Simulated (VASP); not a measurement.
Set up this calculation in VASP 6.6.1, as the native input.

```yaml
Task: single point
Functional: HSE06
Potentials_or_basis: VASP PAW PBE potentials, release 64 (Mg, Cd, N)
Cutoff: 520 eV
k_mesh: 6 × 6 × 2
Occupations: fermi-dirac, width 0.02 eV
Spin: no spin polarisation
Dipole_correction: no
Grid_for_exact_exchange_PRECFOCK: Normal
Further_INCAR_settings: ALGO = Normal; EDIFF = 1e-06; NBANDS = 26
Share_of_exact_exchange: 0.25
Screening_parameter: 0.2079 1/Å
```

The system is MgCd2N2.

```
Mg Cd N
1.0
     3.45580    0.00000    0.00000
    -1.72790    2.99281    0.00000
     0.00000    0.00000    6.71310
Mg Cd N
1 2 2
Cartesian
  0.0000 0.0000 0.0000
  0.0000 1.9952 4.4652
  1.7279 0.9976 2.2479
  0.0000 1.9952 1.2166
  1.7279 0.9976 5.4965
```

These files were run (other wordings do the same):

POSCAR

```
MgCd2N2
1.0
    3.4557989910      0.0000000000      0.0000000000
   -1.7278994955      2.9928097166      0.0000000000
    0.0000000000      0.0000000000      6.7130979166
Mg Cd N
1 2 2
Direct
    0.0000000000      0.0000000000      0.0000000000
    0.3333333333      0.6666666667      0.6651542565
    0.6666666667      0.3333333333      0.3348457435
    0.3333333333      0.6666666667      0.1812331138
    0.6666666667      0.3333333333      0.8187668862
```

INCAR.step1

```
  PREC = Accurate
  ENCUT = 520
  EDIFF = 1E-5
  ISMEAR = -1
  SIGMA = 0.02
  LREAL = F
  LASPH = T
  NELM = 120
  ALGO = Normal
  ISIF = 2
  LWAVE = T
  LCHARG = F
  GGA = PE
  NBANDS = 26
  GGA_COMPAT = F
```

INCAR.step2

```
  PREC = Accurate
  ENCUT = 520
  EDIFF = 1E-6
  ISMEAR = -1
  SIGMA = 0.02
  LREAL = F
  LASPH = T
  NELM = 120
  ALGO = Normal
  ISIF = 2
  LWAVE = F
  LCHARG = F
  GGA = PE
  LHFCALC = T
  HFSCREEN = 0.2079
  PRECFOCK = Normal
  ISTART = 1
  NBANDS = 26
  GGA_COMPAT = F
```

KPOINTS

```
regular mesh
0
Gamma
  6 6 2
```

Potentials or basis: VASP PAW PBE potentials, release 64 (Mg, Cd, N).

The run is started by

```console
$ cat potpaw_PBE.64/Mg/POTCAR potpaw_PBE.64/Cd/POTCAR potpaw_PBE.64/N/POTCAR > POTCAR
$ cp INCAR.step1 INCAR
$ mpirun -np 1 vasp_std > vasp.out
$ cp INCAR.step2 INCAR
$ mpirun -np 1 vasp_std > vasp.out
```

It gave:

```json
{
  "Pressure": "0.7 GPa",
  "Largest force": "0.240 eV/Å",
  "Band gap on the k mesh": "zero (filled and empty bands touch)"
}
```

Caveat: the k points lie up to 0.47 Å⁻¹ apart; the PAW data sets were made with another functional, which shifts forces and pressure a little.

Wall time 2.4 h on 1 thread of Intel Xeon 8259CL (shared host), peak memory 0.34 GiB.
